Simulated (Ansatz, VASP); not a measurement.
**Sn3Te, level by level in two programs**

```xyz
4
Lattice="4.9611 0.0000 0.0000 0.0000 4.9611 0.0000 0.0000 0.0000 4.9611" Properties=species:S:1:pos:R:3 pbc="T T T"
Te    0.0000    0.0000    0.0000
Sn    0.0000    2.4805    2.4805
Sn    2.4805    0.0000    2.4805
Sn    2.4805    2.4805    0.0000
```

Single points on this cell with VASP 6.6.1 and Ansatz 0.2.0. Each row is one pair of runs. Alike in all rows: spin: off; k mesh: 6 × 6 × 6; smearing: fermi-dirac, width 0.05 eV.

```tsv
level	VASP's potentials, cutoff	Ansatz's potentials, cutoff	gap on the k mesh at the Fermi level (eV), VASP	gap on the k mesh at the Fermi level (eV), Ansatz	pressure (GPa), VASP	pressure (GPa), Ansatz
LDA	VASP PAW LDA potentials, release 64 (Te, Sn_d), 520 eV	Ansatz PAW, 420 eV	none	none	-5.4	-5.4
PBE	VASP PAW PBE potentials, release 64 (Te, Sn_d), 520 eV	Ansatz PAW, 420 eV	none	none	-2.0	-2.0
r2SCAN	VASP PAW PBE potentials, release 64 (Te, Sn_d), 520 eV	Ansatz PAW, 500 eV	none	none	-2.6	-2.6
```

Pressure (GPa): the two programs differ by at most 0.06.

VASP's potentials hold 48 valence electrons a cell and Ansatz's 58, so a difference there can come from the potentials and not from the codes.

A gap of «none» marks a metal or a gap that the smearing closes.

Spin-orbit coupling is off throughout.
